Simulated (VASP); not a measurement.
# CdI2 (P-3m1) in VASP: notebook

Runs on CdI2. Level: r2SCAN. Tasks: single point.

All numbers are computed with VASP 6.6.1; they aren't measurements. Logs are shortened: lines on timing, memory, paths and dates and some standing lists are left out, and cuts for length are marked.

## 1. The cell of the first run

The structure is trigonal, space group P-3m1 (No. 164). The conventional cell has a = 4.105 Å, b = 4.105 Å, c = 6.465 Å, α = 90.00°, β = 90.00°, γ = 120.00°. Within 3.9 Å of Cd (site symmetry -3m) lie 6 I at 2.93 Å. Within 3.9 Å of I (site symmetry 3m) lie 3 Cd at 2.93 Å and 3 I at 3.83 Å.

## 2. Single point, r2SCAN

Contents of POSCAR:

```
CdI2
1.0
    4.1052986811      0.0000000000      0.0000000000
   -2.0526493406      3.5552929480      0.0000000000
    0.0000000000      0.0000000000      6.4646992504
Cd I
1 2
Direct
    0.0000000000      0.0000000000      0.0000000000
    0.3333333333      0.6666666667      0.2668900398
    0.6666666667      0.3333333333      0.7331099602
```

Contents of INCAR.step1:

```
ALGO = Normal
EDIFF = 1E-5
ENCUT = 550
GGA = PE
GGA_COMPAT = F
ISMEAR = 0
LASPH = T
LCHARG = F
LREAL = F
LWAVE = T
NBANDS = 20
NELM = 120
PREC = Accurate
SIGMA = 0.02
```

Contents of INCAR.step2:

```
ALGO = Normal
EDIFF = 1E-6
ENCUT = 550
GGA_COMPAT = F
ISIF = 2
ISMEAR = 0
ISTART = 1
LASPH = T
LCHARG = T
LELF = T
LMIXTAU = T
LREAL = F
LVHAR = T
LWAVE = F
METAGGA = R2SCAN
NBANDS = 20
NELM = 120
PREC = Accurate
SIGMA = 0.02
```

Contents of KPOINTS:

```
k-points
0
Gamma
  6 6 4
```

Potentials or basis: VASP PAW PBE potentials, release 64 (Cd, I).

Launch:

```bash
> cat potpaw_PBE.64/Cd/POTCAR potpaw_PBE.64/I/POTCAR > POTCAR
> cp INCAR.step1 INCAR
> mpirun -np 1 vasp_std > vasp.out
> cp INCAR.step2 INCAR
> mpirun -np 1 vasp_std > vasp.out
```

OUTCAR:

```text
EDIFF = 1E-6
   ENCUT = 550
   ISIF = 2
   ISMEAR = 0
   ISTART = 1
   LASPH = T
   LREAL = F
   METAGGA = R2SCAN
   NELM = 120
   PREC = Accurate

 ion  position               nearest neighbor table
   1  0.000  0.000  0.000-   2 2.93   3 2.93   3 2.93   2 2.93   3 2.93   2 2.93
   2  0.333  0.667  0.267-   1 2.93   1 2.93   1 2.93
   3  0.667  0.333  0.733-   1 2.93   1 2.93   1 2.93

  LATTYP: Found a hexagonal cell.
 ALAT       =     4.1052986811
 C/A-ratio  =     1.5747208066

  Lattice vectors:

 A1 = (   4.1052986811,   0.0000000000,   0.0000000000)
 A2 = (  -2.0526493406,   3.5552929480,   0.0000000000)
 A3 = (   0.0000000000,   0.0000000000,   6.4646992504)

Analysis of symmetry for initial positions (statically):
=====================================================================
 Subroutine PRICEL returns:
 Original cell was already a primitive cell.

 Routine SETGRP: Setting up the symmetry group for a
 hexagonal supercell.

 Subroutine GETGRP returns: Found 12 space group operations
 (whereof 12 operations were pure point group operations)
 out of a pool of 24 trial point group operations.

The static configuration has the point symmetry D_3d.

Analysis of symmetry for dynamics (positions and initial velocities):
=====================================================================
 Subroutine PRICEL returns:
 Original cell was already a primitive cell.

 Routine SETGRP: Setting up the symmetry group for a
 hexagonal supercell.

 Subroutine GETGRP returns: Found 12 space group operations
 (whereof 12 operations were pure point group operations)
 out of a pool of 24 trial point group operations.

The dynamic configuration has the point symmetry D_3d.

 Subroutine INISYM returns: Found 12 space group operations
 (whereof 12 operations are pure point group operations),
 and found     1 'primitive' translations

----------------------------------------------------------------------------------------

                                     Primitive cell

  volume of cell :      94.3558

  direct lattice vectors                    reciprocal lattice vectors
     4.105298681  0.000000000  0.000000000     0.243587636  0.140635387  0.000000000
    -2.052649341  3.555292948  0.000000000     0.000000000  0.281270774  0.000000000
     0.000000000  0.000000000  6.464699250     0.000000000  0.000000000  0.154686237

  length of vectors
     4.105298681  4.105298681  6.464699250     0.281270774  0.281270774  0.154686237

  position of ions in fractional coordinates (direct lattice)
     0.000000000  0.000000000  0.000000000
     0.333333333  0.666666667  0.266890040
     0.666666667  0.333333333  0.733109960

  ion indices of the primitive-cell ions
   primitive index   ion index
                 1           1
                 2           2
                 3           3

----------------------------------------------------------------------------------------

 KPOINTS: k-points

Automatic generation of k-mesh.
 Grid dimensions read from file:
 generate k-points for:    6    6    4

 Generating k-lattice:

  Cartesian coordinates                     Fractional coordinates (reciprocal lattice)
     0.040597939  0.023439231  0.000000000     0.166666667  0.000000000  0.000000000
     0.000000000  0.046878462  0.000000000     0.000000000  0.166666667  0.000000000
     0.000000000  0.000000000  0.038671559     0.000000000  0.000000000  0.250000000

  Length of vectors
     0.046878462  0.046878462  0.038671559

  Shift w.r.t. Gamma in fractional coordinates (k-lattice)
     0.000000000  0.000000000  0.000000000

 Subroutine IBZKPT returns following result:
 ===========================================

 Found     24 irreducible k-points:

 Following reciprocal coordinates:
            Coordinates               Weight
  0.000000  0.000000  0.000000      1.000000
  0.166667 -0.000000  0.000000      6.000000
  0.333333  0.000000  0.000000      6.000000
  0.500000  0.000000  0.000000      3.000000
  0.166667  0.166667  0.000000      6.000000
  0.333333  0.166667  0.000000     12.000000
[... 16 lines left out ...]
  0.333333  0.166667  0.500000     12.000000
  0.333333  0.333333  0.500000      2.000000
   k-points           NKPTS =     24   k-points in BZ     NKDIM =     24   number of bands    NBANDS=     20
   number of dos      NEDOS =    301   number of ions     NIONS =      3
   total plane-waves  NPLWV =  51200
   dimension x,y,z NGX =    32 NGY =   32 NGZ =   50
   dimension x,y,z NGXF=    64 NGYF=   64 NGZF=  100
   ions per type =               1   2
   NGX,Y,Z   is equivalent  to a cutoff of  12.96, 12.96, 12.86 a.u.
   NGXF,Y,Z  is equivalent  to a cutoff of  25.92, 25.92, 25.72 a.u.
 SYSTEM =  unknown system
   PREC   = accura    normal or accurate (medium, high low for compatibility)
   ISTART =      1    job   : 0-new  1-cont  2-samecut
   ICHARG =      0    charge: 1-file 2-atom 10-const
   ISPIN  =      1    spin polarized calculation?
   LNONCOLLINEAR =      F non collinear calculations
   LSORBIT =      F    spin-orbit coupling
   LASPH  =      T    aspherical Exc in radial PAW
   ENCUT  =  550.0 eV  40.42 Ry    6.36 a.u.   7.85  7.85 12.36*2*pi/ulx,y,z
   NELM   =    120;   NELMIN=  2; NELMDL=  0     # of ELM steps
   EDIFF  = 0.1E-05   stopping-criterion for ELM
   LREAL  =      F    real-space projection
   EDIFFG = 0.1E-04   stopping-criterion for IOM
   NSW    =      0    number of steps for IOM
   IBRION =     -1    ionic relax: 0-MD 1-quasi-New 2-CG
   NFREE  =      0    steps in history (QN), initial steepest desc. (CG)
   ISIF   =      2    stress and relaxation
   ISYM   =      2    0-nonsym 1-usesym 2-fastsym
   POTIM  = 0.5000    time-step for ionic-motion
   TEBEG  =    0.0;   TEEND  =   0.0 temperature during run
   PSTRESS=    0.0 pullay stress
   NELECT =      26.0000    total number of electrons
   NUPDOWN=      -1.0000    fix difference up-down
   EMIN   =  10.00;   EMAX   =-10.00  energy-range for DOS
   EFERMI =   0.00;   METHOD = LEGACY
   ISMEAR =     0;   SIGMA  =   0.02  broadening in eV -4-tet -1-fermi 0-gaus
   EFERMI_NEDOS =   21; number of points for ismear=-14 and -15
   IALGO  =     38    algorithm
   IMIX   =      4    mixing-type and parameters
     AMIX     =   0.40;   BMIX     =  1.00
     AMIX_MAG =   1.60;   BMIX_MAG =  1.00
  volume/ion in A,a.u.               =      31.45       212.25
  Fermi-wavevector in a.u.,A,eV,Ry     =   1.065311  2.013146 15.441085  1.134888
  Thomas-Fermi vector in A             =   2.200859
   LORBIT       =      0    0 simple, 1 ext, 2 COOP (PROOUT), +10 PAW based schemes
   METAGGA = R2SCAN    functional components
   LHFCALC =     F    Hartree Fock is set to
   AEXX    =    0.0000 exact exchange contribution
   IVDW    =     0    specifies the selected vdW correction
   LEPSILON=     F    determine dielectric tensor
   LRPA    =     F    only Hartree local field effects (RPA)
 non-spin polarized calculation
 Gauss-broadening in eV      SIGMA  =   0.02
  energy-cutoff  :      550.00
  volume of cell :       94.36
 maximum number of plane-waves:      2788
   NGX = 15   NGY = 15   NGZ = 25

 number of electron      26.0000007 magnetization

 Free energy of the ion-electron system (eV)
  ---------------------------------------------------
  ext. energy  EPLUGINS =         0.00000000
  ---------------------------------------------------
  free energy    TOTEN  =       -71.13210629 eV

  energy without entropy =      -71.13210629  energy(sigma->0) =      -71.13210629

 E-fermi :   3.1920     XC(G=0):  -9.6661

 val. band max:        3.0836117310   @ k =   0.0000   0.0000   0.5000
 cond. band min:       5.7818161781   @ k =   0.3333   0.3333   0.0000
 fundamental gap:      2.6982044472
 Fermi energy:         3.1920262172

 k-point     1 :       0.0000    0.0000    0.0000
  band No.  band energies     occupation
      1     -10.0167      2.00000
      2      -8.9605      2.00000
      3      -5.0473      2.00000
      4      -5.0473      2.00000
      5      -4.9179      2.00000
      6      -4.8011      2.00000
[... 12 lines left out ...]
     19      12.9229      0.00000
     20      12.9229      0.00000

 k-point     2 :       0.1667   -0.0000    0.0000
  band No.  band energies     occupation
      1      -9.8404      2.00000
      2      -8.9420      2.00000
      3      -5.0238      2.00000
      4      -4.9700      2.00000
      5      -4.8764      2.00000
      6      -4.8064      2.00000
[... 12 lines left out ...]
     19      11.5468      0.00000
     20      12.7237      0.00000

 k-point     3 :       0.3333    0.0000    0.0000
  band No.  band energies     occupation
      1      -9.4188      2.00000
      2      -8.9291      2.00000
      3      -5.0017      2.00000
      4      -4.9107      2.00000
      5      -4.8176      2.00000
      6      -4.7550      2.00000
[... 12 lines left out ...]
     19      12.4314      0.00000
     20      13.4198      0.00000

 k-point     4 :       0.5000    0.0000    0.0000
  band No.  band energies     occupation
      1      -9.0815      2.00000
      2      -9.0180      2.00000
      3      -5.0024      2.00000
      4      -4.9240      2.00000
      5      -4.8128      2.00000
      6      -4.7203      2.00000
[... 12 lines left out ...]
     19      13.5069      0.00000
     20      14.0376      0.00000

 k-point     5 :       0.1667    0.1667    0.0000
  band No.  band energies     occupation
      1      -9.5403      2.00000
      2      -8.9228      2.00000
      3      -5.0049      2.00000
      4      -4.8840      2.00000
      5      -4.8336      2.00000
      6      -4.7705      2.00000
[... 12 lines left out ...]
     19      10.6660      0.00000
     20      13.6664      0.00000
[... 353 lines left out ...]
      6      -4.7204      2.00000
[... 12 lines left out ...]
     19      13.0167      0.00000
     20      14.0886      0.00000

 k-point    22 :       0.1667    0.1667    0.5000
  band No.  band energies     occupation
      1      -9.2686      2.00000
      2      -9.2226      2.00000
      3      -4.9931      2.00000
      4      -4.9253      2.00000
      5      -4.8282      2.00000
      6      -4.8026      2.00000
[... 12 lines left out ...]
     19      11.5360      0.00000
     20      12.7469      0.00000

 k-point    23 :       0.3333    0.1667    0.5000
  band No.  band energies     occupation
      1      -9.1205      2.00000
      2      -8.9683      2.00000
      3      -4.9487      2.00000
      4      -4.8932      2.00000
      5      -4.7910      2.00000
      6      -4.7470      2.00000
[... 12 lines left out ...]
     19      11.6630      0.00000
     20      13.3814      0.00000

 k-point    24 :       0.3333    0.3333    0.5000
  band No.  band energies     occupation
      1      -8.9799      2.00000
      2      -8.9799      2.00000
      3      -4.8454      2.00000
      4      -4.8454      2.00000
      5      -4.7684      2.00000
      6      -4.7373      2.00000
[... 12 lines left out ...]
     19      12.8664      0.00000
     20      12.8664      0.00000

------------------------ aborting loop because EDIFF is reached ----------------------------------------

  FORCE on cell =-STRESS in cart. coord.  units (eV):
  Direction    XX          YY          ZZ          XY          YZ          ZX
  --------------------------------------------------------------------------------------
  -------------------------------------------------------------------------------------
  Total        3.0470700      3.0470700      3.0194114     -0.0000000      0.0000000     -0.0000000
  in kB       51.7397751     51.7397751     51.2701276     -0.0000000      0.0000000     -0.0000000
  external PRESSURE =      51.5832260 kB  Pullay stress =       0.0000000 kB

 VOLUME and BASIS-vectors are now :
 -----------------------------------------------------------------------------
  energy-cutoff  :      550.00
  volume of cell :       94.36
      direct lattice vectors                 reciprocal lattice vectors
     4.105298681  0.000000000  0.000000000     0.243587636  0.140635387  0.000000000
    -2.052649341  3.555292948  0.000000000     0.000000000  0.281270774  0.000000000
     0.000000000  0.000000000  6.464699250     0.000000000  0.000000000  0.154686237

 POSITION                                       TOTAL-FORCE (eV/Angst)
 -----------------------------------------------------------------------------------
      0.00000      0.00000      0.00000        -0.000000      0.000000      0.000000
     -0.00000      2.37020      1.72536        -0.000000     -0.000000      0.029237
      2.05265      1.18510      4.73934         0.000000      0.000000     -0.029237
 -----------------------------------------------------------------------------------
    total drift:                               -0.000000      0.000000      0.000000

  FREE ENERGIE OF THE ION-ELECTRON SYSTEM (eV)
  ---------------------------------------------------
  free  energy   TOTEN  =       -71.1321062918 eV

  energy  without entropy=      -71.1321062918  energy(sigma->0) =      -71.13210629
```

It took 71 s on 1 thread of Intel Xeon 6975P-C (Granite Rapids), shared host; peak memory 0.25 GiB.

What came out:

```
Free energy            : -71.1321 eV
Pressure               : 5.2 GPa
Largest force          : 0.029 eV/Å
Band gap on the k mesh : 2.70 eV (least direct gap 3.24 eV)
```

Forces on the atoms (eV/Å):
```
Cd   0.000  0.000  0.000
I    0.000  0.000  0.029
I    0.000  0.000 -0.029
```

Caveat: the cell stands under pressure; the PAW data sets were made with another functional, which shifts forces and pressure a little; spin-orbit coupling is left out, which moves the levels of the heavy elements. A k mesh can miss the band edges.

## 3. Single point, r2SCAN

This run uses another cell than the first one, of 34.18 Å³/atom.

Contents of POSCAR:

```
CdI2
1.0
    4.2025514808      0.0000000000      0.0000000000
   -2.1012757404      3.6395163430      0.0000000000
    0.0000000000      0.0000000000      6.7042763948
Cd I
1 2
Direct
    0.0000000000      0.0000000000      0.0000000000
    0.3333333333      0.6666666667      0.2567242432
    0.6666666667      0.3333333333      0.7432757568
```

Contents of INCAR.step1:

```
PREC = Accurate ; ENCUT = 550
ISMEAR = 0 ; SIGMA = 0.02
LREAL = False ; LASPH = True
NELM = 120 ; NBANDS = 20
GGA = PE ; ALGO = Normal
EDIFF = 1E-5 ; LWAVE = True
LCHARG = False ; GGA_COMPAT = False
```

Contents of INCAR.step2:

```
PREC = Accurate ; ENCUT = 550
EDIFF = 1E-6 ; ISMEAR = 0
SIGMA = 0.02 ; LREAL = False
LASPH = True ; NELM = 120
ALGO = Normal ; ISIF = 2
LWAVE = False ; LCHARG = False
METAGGA = R2SCAN ; LMIXTAU = True
NBANDS = 20 ; ISTART = 1
GGA_COMPAT = False
```

Contents of KPOINTS:

```
Automatic mesh
0
Gamma
  6 6 4
```

Potentials or basis: VASP PAW PBE potentials, release 64 (Cd, I).

Launch:

```bash
> cat potpaw_PBE.64/Cd/POTCAR potpaw_PBE.64/I/POTCAR > POTCAR
> cp INCAR.step1 INCAR
> mpirun -np 1 vasp_std > vasp.out
> cp INCAR.step2 INCAR
> mpirun -np 1 vasp_std > vasp.out
```

It took 65 s on 1 thread of Intel Xeon 6975P-C (Granite Rapids), shared host; peak memory 0.26 GiB.

The run converged. Its results:

- Free energy: -71.3083 eV
- Pressure: 2.1 GPa
- Largest force: 0.024 eV/Å
- Band gap on the k mesh: 2.80 eV (least direct gap 3.18 eV)

Forces in eV/Å, atoms in the order of the input:
```
Cd   0.000  0.000  0.000
I    0.000  0.000  0.024
I    0.000  0.000 -0.024
```

Levels at points of the mesh, in eV from the valence-band top:
```
           k point  band 9  band 10  band 11  band 12  band 13  band 14  band 15  band 16  band 17  band 18
(0.00, 0.00, 0.00)   -0.31    -0.31    -0.21    -0.21    -0.09     3.13     5.03     6.94     6.94     9.07
(0.50, 0.00, 0.00)   -2.88    -2.23    -1.64    -0.83    -0.13     3.12     5.56     6.19     6.96     8.28
(0.00, 0.00, 0.50)   -1.84    -0.49    -0.49     0.00     0.00     4.32     5.14     6.67     6.67     8.16
(0.50, 0.00, 0.50)   -3.46    -1.36    -1.24    -0.56    -0.56     2.80     5.35     6.25     7.06     7.95
```

Caveat: the PAW data sets were made with another functional, which shifts forces and pressure a little; spin-orbit coupling is left out, which moves the levels of the heavy elements. A k mesh can miss the band edges.

[end of part 1 of 2]
